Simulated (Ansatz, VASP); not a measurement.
## Two plane-wave programs on SnSe2

```xyz
3
Lattice="3.8187 0.0000 0.0000 -1.9094 3.3071 0.0000 0.0000 0.0000 30.1600" Properties=species:S:1:pos:R:3 pbc="T T T"
Se    0.0000    2.2047    6.9898
Se    1.9094    1.1024   10.1902
Sn    0.0000    0.0000    8.5900
```

Alike in both runs: functional PBE; dispersion D4; k mesh 12 × 12 × 1; occupations gaussian, width 0.03 eV; no spin polarisation.

Ansatz relaxed the structure, and its values are those at the end. VASP's run is a single point on that final structure, the one shown.

|  | VASP | Ansatz |
| --- | --- | --- |
| version | VASP 6.6.1 | Ansatz 0.2.0 |
| potentials or method | VASP PAW PBE potentials, release 64 (Se, Sn_d), cutoff 400 eV | scalar-relativistic, plane waves, PAW |
| valence electrons in the cell | 26 | 46 |

|  | VASP | Ansatz | Ansatz less VASP |
| --- | --- | --- | --- |
| gap on the k mesh at the Fermi level (eV) | 0.77 | 0.78 | +0.002 |
| least direct gap on the mesh (eV) | 1.12 | 1.12 | +0.002 |
| rms of the force components (eV/Å) | 0.003 | 0.002 | -0.0019 |

VASP's potentials hold 26 valence electrons a cell and Ansatz's 46, so a difference there can come from the potentials and not from the codes. Ansatz's warnings: slab cell height set, structure snapped to symmetry.
